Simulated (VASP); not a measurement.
# Ta (C2/m) in VASP: notebook

Runs on Ta. Level: LDA. Tasks: electric field gradients.

All numbers are computed with VASP 6.6.1; they aren't measurements. Logs are shortened: lines on timing, memory, paths and dates and some standing lists are left out, and cuts for length are marked.

### 1 The cell of the first run

It takes space group C2/m (No. 12, monoclinic). Conventional cell: a = 5.139 Å, b = 2.967 Å, c = 4.806 Å, α = 90.00°, β = 90.00°, γ = 90.00°. Ta (site symmetry m) has 12 Ta at 2.60 to 3.25 Å within 3.4 Å.

### 2 Electric field gradients, LDA (shortest bond scaled by 0.88)

INCAR reads:

```
SYSTEM = Ta
PREC     = Accurate       ! precision mode
ENCUT    = 520            ! plane-wave cutoff, eV
EDIFF    = 1E-8           ! SCF threshold, eV
ISMEAR   = -1             ! smearing method
SIGMA    = 0.05           ! smearing width, eV
LREAL    = .False.        ! projectors in reciprocal space
LASPH    = .True.         ! aspherical terms in the spheres
NELM     = 60             ! most SCF steps
ALGO     = Normal         ! electronic algorithm
ISIF     = 2              ! what is computed and relaxed
LWAVE    = .False.        ! write WAVECAR
LCHARG   = .False.        ! write CHGCAR
LEFG     = .True.       
NBANDS   = 18             ! bands
```

KPOINTS reads:

```
regular mesh
0
Gamma
  12 12 6
  0 0 0
```

POSCAR reads:

```
Ta
1.0
    2.9669564710      0.0000000000      0.0000000000
   -1.4834782355      2.5694596758      0.0000000000
    0.0000000000      0.0000000000      4.8064694830
Ta
2
Direct
    0.2933333333      0.6466666667      0.2200000000
    0.7066666667      0.3533333333      0.7800000000
```

Potentials or basis: VASP PAW LDA potentials, release 64 (Ta_pv).

Started as:

```bash
cat potpaw_LDA.64/Ta_pv/POTCAR > POTCAR
mpirun -np 1 vasp_std > vasp.out
```

OUTCAR:

```text
SYSTEM = Ta
   PREC = Accurate
   ENCUT = 520
   EDIFF = 1E-8
   ISMEAR = -1
   LREAL = .False.
   LASPH = .True.
   NELM = 60
   ISIF = 2

 ion  position               nearest neighbor table
   1  0.293  0.647  0.220-   2 2.60   2 2.79   2 2.79   2 3.08   2 3.25   2 3.25
   2  0.707  0.353  0.780-   1 2.60   1 2.79   1 2.79   1 3.08   1 3.25   1 3.25

  LATTYP: Found a hexagonal cell.
 ALAT       =     2.9669564710
 C/A-ratio  =     1.6200000000

  Lattice vectors:

 A1 = (   2.9669564710,   0.0000000000,   0.0000000000)
 A2 = (  -1.4834782355,   2.5694596758,   0.0000000000)
 A3 = (   0.0000000000,   0.0000000000,   4.8064694830)

Analysis of symmetry for initial positions (statically):
=====================================================================
 Subroutine PRICEL returns:
 Original cell was already a primitive cell.

 Routine SETGRP: Setting up the symmetry group for a
 hexagonal supercell.

 Subroutine GETGRP returns: Found  4 space group operations
 (whereof  4 operations were pure point group operations)
 out of a pool of 24 trial point group operations.

The static configuration has the point symmetry C_2h.

Analysis of symmetry for dynamics (positions and initial velocities):
=====================================================================
 Subroutine PRICEL returns:
 Original cell was already a primitive cell.

 Routine SETGRP: Setting up the symmetry group for a
 hexagonal supercell.

 Subroutine GETGRP returns: Found  4 space group operations
 (whereof  4 operations were pure point group operations)
 out of a pool of 24 trial point group operations.

The dynamic configuration has the point symmetry C_2h.

 Subroutine INISYM returns: Found  4 space group operations
 (whereof  4 operations are pure point group operations),
 and found     1 'primitive' translations

----------------------------------------------------------------------------------------

                                     Primitive cell

  volume of cell :      36.6420

  direct lattice vectors                    reciprocal lattice vectors
     2.966956471  0.000000000  0.000000000     0.337045727  0.194593441  0.000000000
    -1.483478236  2.569459676  0.000000000     0.000000000  0.389186882  0.000000000
     0.000000000  0.000000000  4.806469483     0.000000000  0.000000000  0.208052918

  length of vectors
     2.966956471  2.966956471  4.806469483     0.389186882  0.389186882  0.208052918

  position of ions in fractional coordinates (direct lattice)
     0.293333333  0.646666667  0.220000000
     0.706666667  0.353333333  0.780000000

  ion indices of the primitive-cell ions
   primitive index   ion index
                 1           1
                 2           2

----------------------------------------------------------------------------------------

 KPOINTS: regular mesh

Automatic generation of k-mesh.
 Grid dimensions read from file:
 generate k-points for:   12   12    6

 Generating k-lattice:

  Cartesian coordinates                     Fractional coordinates (reciprocal lattice)
     0.028087144  0.016216120  0.000000000     0.083333333  0.000000000  0.000000000
     0.000000000  0.032432240  0.000000000     0.000000000  0.083333333  0.000000000
     0.000000000  0.000000000  0.034675486     0.000000000  0.000000000  0.166666667

  Length of vectors
     0.032432240  0.032432240  0.034675486

  Shift w.r.t. Gamma in fractional coordinates (k-lattice)
     0.000000000  0.000000000  0.000000000

 Subroutine IBZKPT returns following result:
 ===========================================

 Found    242 irreducible k-points:

 Following reciprocal coordinates:
            Coordinates               Weight
  0.000000  0.000000  0.000000      1.000000
  0.083333 -0.000000  0.000000      2.000000
  0.000000  0.083333  0.000000      4.000000
  0.166667 -0.000000  0.000000      2.000000
  0.000000  0.166667  0.000000      4.000000
  0.250000 -0.000000  0.000000      2.000000
[... 16 lines left out ...]
 -0.083333  0.416667  0.000000      4.000000
 -0.416667  0.333333  0.000000      4.000000
 [... further k-points ...]
   k-points           NKPTS =    242   k-points in BZ     NKDIM =    242   number of bands    NBANDS=     18
   number of dos      NEDOS =    301   number of ions     NIONS =      2
   total plane-waves  NPLWV =  20736
   dimension x,y,z NGX =    24 NGY =   24 NGZ =   36
   dimension x,y,z NGXF=    48 NGYF=   48 NGZF=   72
   ions per type =               2
   NGX,Y,Z   is equivalent  to a cutoff of  13.45, 13.45, 12.45 a.u.
   NGXF,Y,Z  is equivalent  to a cutoff of  26.90, 26.90, 24.90 a.u.
 SYSTEM =  Ta
   PREC   = accura    normal or accurate (medium, high low for compatibility)
   ISTART =      0    job   : 0-new  1-cont  2-samecut
   ICHARG =      2    charge: 1-file 2-atom 10-const
   ISPIN  =      1    spin polarized calculation?
   LNONCOLLINEAR =      F non collinear calculations
   LSORBIT =      F    spin-orbit coupling
   LASPH  =      T    aspherical Exc in radial PAW
   ENCUT  =  520.0 eV  38.22 Ry    6.18 a.u.   5.52  5.52  8.94*2*pi/ulx,y,z
   NELM   =     60;   NELMIN=  2; NELMDL= -5     # of ELM steps
   EDIFF  = 0.1E-07   stopping-criterion for ELM
   LREAL  =      F    real-space projection
   EDIFFG = 0.1E-06   stopping-criterion for IOM
   NSW    =      0    number of steps for IOM
   IBRION =     -1    ionic relax: 0-MD 1-quasi-New 2-CG
   NFREE  =      0    steps in history (QN), initial steepest desc. (CG)
   ISIF   =      2    stress and relaxation
   ISYM   =      2    0-nonsym 1-usesym 2-fastsym
   POTIM  = 0.5000    time-step for ionic-motion
   TEBEG  =    0.0;   TEEND  =   0.0 temperature during run
   PSTRESS=    0.0 pullay stress
   NELECT =      22.0000    total number of electrons
   NUPDOWN=      -1.0000    fix difference up-down
   EMIN   =  10.00;   EMAX   =-10.00  energy-range for DOS
   EFERMI =   0.00;   METHOD = LEGACY
   ISMEAR =    -1;   SIGMA  =   0.05  broadening in eV -4-tet -1-fermi 0-gaus
   EFERMI_NEDOS =   21; number of points for ismear=-14 and -15
   IALGO  =     38    algorithm
   IMIX   =      4    mixing-type and parameters
     AMIX     =   0.40;   BMIX     =  1.00
     AMIX_MAG =   1.60;   BMIX_MAG =  1.00
  volume/ion in A,a.u.               =      18.32       123.64
  Fermi-wavevector in a.u.,A,eV,Ry     =   1.381092  2.609886 25.951965  1.907416
  Thomas-Fermi vector in A             =   2.505909
   LORBIT       =      0    0 simple, 1 ext, 2 COOP (PROOUT), +10 PAW based schemes
   GGA     = CA    functional components
   LHFCALC =     F    Hartree Fock is set to
   AEXX    =    0.0000 exact exchange contribution
   IVDW    =     0    specifies the selected vdW correction
   LEPSILON=     F    determine dielectric tensor
   LRPA    =     F    only Hartree local field effects (RPA)
 non-spin polarized calculation
  energy-cutoff  :      520.00
  volume of cell :       36.64
 maximum number of plane-waves:      1014
 NGX is ok and might be reduce to    24
   NGX = 11   NGY = 11   NGZ = 17

 number of electron      21.9999999 magnetization

 Free energy of the ion-electron system (eV)
  ---------------------------------------------------
  ext. energy  EPLUGINS =         0.00000000
  ---------------------------------------------------
  free energy    TOTEN  =       -24.48875465 eV

  energy without entropy =      -24.46447191  energy(sigma->0) =      -24.47661328

 E-fermi :   5.7565     XC(G=0): -12.6592

 val. band max:        5.7563147591   @ k =   0.0000   0.4167   0.1667
 cond. band min:       5.7565001991   @ k =   0.2500  -0.0000   0.1667
 fundamental gap:      0.0001854400
 Fermi energy:         5.7564657145

 k-point     1 :       0.0000    0.0000    0.0000
  band No.  band energies     occupation
      1     -28.9670      2.00000
      2     -27.9070      2.00000
      3     -27.8278      2.00000
      4     -27.7100      2.00000
      5     -27.6231      2.00000
      6     -27.5020      2.00000
[... 10 lines left out ...]
     17      10.2121      0.00000
     18      11.6404      0.00000

 k-point     2 :       0.0833   -0.0000    0.0000
  band No.  band energies     occupation
      1     -28.9433      2.00000
      2     -27.9783      2.00000
      3     -27.8564      2.00000
      4     -27.7087      2.00000
      5     -27.6681      2.00000
      6     -27.5163      2.00000
[... 10 lines left out ...]
     17      10.5477      0.00000
     18      12.3096      0.00000

 k-point     3 :       0.0000    0.0833    0.0000
  band No.  band energies     occupation
      1     -28.9466      2.00000
      2     -27.9504      2.00000
      3     -27.8782      2.00000
      4     -27.7537      2.00000
      5     -27.6325      2.00000
      6     -27.5085      2.00000
[... 10 lines left out ...]
     17      10.8276      0.00000
     18      12.0314      0.00000

 k-point     4 :       0.1667   -0.0000    0.0000
  band No.  band energies     occupation
      1     -28.8793      2.00000
      2     -28.1528      2.00000
      3     -27.9237      2.00000
      4     -27.8133      2.00000
      5     -27.7158      2.00000
      6     -27.5473      2.00000
[... 375 lines left out ...]
      4     -28.0644      2.00000
      5     -27.8140      2.00000
      6     -27.7596      2.00000
[... 10 lines left out ...]
     17      11.6804      0.00000
     18      14.3515      0.00000

 k-point    23 :      -0.0833    0.4167    0.0000
  band No.  band energies     occupation
      1     -28.7521      2.00000
      2     -28.6468      2.00000
      3     -28.2841      2.00000
      4     -28.0727      2.00000
      5     -27.8122      2.00000
      6     -27.6233      2.00000
[... 10 lines left out ...]
     17      11.9182      0.00000
     18      14.4451      0.00000

 k-point    24 :      -0.4167    0.3333    0.0000
  band No.  band energies     occupation
      1     -28.7557      2.00000
      2     -28.6556      2.00000
      3     -28.1974      2.00000
      4     -28.1334      2.00000
      5     -27.7961      2.00000
      6     -27.6566      2.00000
[... 10 lines left out ...]
     17      11.4806      0.00000
     18      14.5421      0.00000

 [... further k-points ...]
[... 5 lines left out ...]
  --------------------------------------------------------------------------------------
  -------------------------------------------------------------------------------------
  Total        0.3061632     -0.7542036      0.8492312      0.9183046     -0.3085634     -0.5344475
  in kB       13.3870350    -32.9776721     37.1327716     40.1530142    -13.4919858    -23.3688048
  external PRESSURE =       5.8473782 kB  Pullay stress =       0.0000000 kB

 VOLUME and BASIS-vectors are now :
 -----------------------------------------------------------------------------
  energy-cutoff  :      520.00
  volume of cell :       36.64
      direct lattice vectors                 reciprocal lattice vectors
     2.966956471  0.000000000  0.000000000     0.337045727  0.194593441  0.000000000
    -1.483478236  2.569459676  0.000000000     0.000000000  0.389186882  0.000000000
     0.000000000  0.000000000  4.806469483     0.000000000  0.000000000  0.208052918

 POSITION                                       TOTAL-FORCE (eV/Angst)
 -----------------------------------------------------------------------------------
     -0.08901      1.66158      1.05742        -0.140786     -0.081283      2.957783
      1.57249      0.90788      3.74905         0.140786      0.081283     -2.957783
 -----------------------------------------------------------------------------------
    total drift:                               -0.000000      0.000000     -0.000000

  FREE ENERGIE OF THE ION-ELECTRON SYSTEM (eV)
  ---------------------------------------------------
  free  energy   TOTEN  =       -24.4887546502 eV

  energy  without entropy=      -24.4644719137  energy(sigma->0) =      -24.47661328

 Electric field gradients (V/A^2)
---------------------------------------------------------------------
 ion       V_xx      V_yy      V_zz      V_xy      V_xz      V_yz
---------------------------------------------------------------------
   1     -62.162   -35.642    97.804   -22.967    27.578    15.922
   2     -62.162   -35.642    97.804   -22.967    27.578    15.922
---------------------------------------------------------------------

 Electric field gradients after diagonalization (V/A^2)
 (convention: |V_zz| > |V_xx| > |V_yy|)
----------------------------------------------------------------------
 ion       V_xx      V_yy      V_zz     asymmetry (V_yy - V_xx)/ V_zz
----------------------------------------------------------------------
   1     -81.090   -22.382   103.472       0.567
   2     -81.090   -22.382   103.472       0.567
----------------------------------------------------------------------

           NMR quadrupolar parameters

 Cq : quadrupolar parameter    Cq=e*Q*V_zz/h
 eta: asymmetry parameters     (V_yy - V_xx)/ V_zz
 Q  : nuclear electric quadrupole moment in mb (millibarn)
----------------------------------------------------------------------
 ion       Cq(MHz)       eta       Q (mb)
----------------------------------------------------------------------
   1       0.250       0.567       1.000
   2       0.250       0.567       1.000
----------------------------------------------------------------------
```

It took 84 s on 1 thread of Intel Xeon 6975P-C, shared host; peak memory 0.24 GiB.

What came out:

```
Free energy            : -24.4888 eV
Pressure               : 0.6 GPa
Largest force          : 2.962 eV/Å
Band gap on the k mesh : zero (band 11 reaches 6.85 eV, above the bottom of band 12 at 5.01 eV)
```

Forces on the atoms (eV/Å):
```
Ta  -0.141 -0.081  2.958
Ta   0.141  0.081 -2.958
```

Levels at points of the mesh, in eV from the Fermi level:
```csv
k point,band 9,band 10,band 11,band 12,band 13,band 14
"(0.00, 0.00, 0.00)",-0.45,-0.05,0.14,0.46,0.85,1.80
"(0.50, 0.00, 0.00)",-2.75,-0.97,-0.52,-0.08,0.93,5.34
"(0.00, 0.50, 0.00)",-3.44,-0.58,-0.23,0.54,1.43,5.64
"(0.00, 0.00, 0.50)",-1.94,-0.18,-0.09,-0.01,0.09,0.96
"(0.50, 0.00, 0.50)",-2.73,-1.43,1.09,1.70,1.73,3.16
"(0.00, 0.50, 0.50)",-2.83,-1.64,0.97,1.37,1.94,3.27
```

Electric field gradients, principal values (V/Å²):
| atom | least | middle | greatest (by size) |
| --- | --- | --- | --- |
| 1 Ta | -22.382 | -81.090 | 103.472 |
| 2 Ta | -22.382 | -81.090 | 103.472 |

Caveat: the cell differs from its parent crystal (shortest bond scaled by 0.88); without QUAD_EFG the Cq values of the log hold for a quadrupole moment of 1 mb, not for the nuclei; spin-orbit coupling is left out, which moves the levels of the heavy elements; forces of over 1 eV/Å act on the atoms, so gaps and moduli don't describe the material at rest.

(Continued in part 2 of 2.)
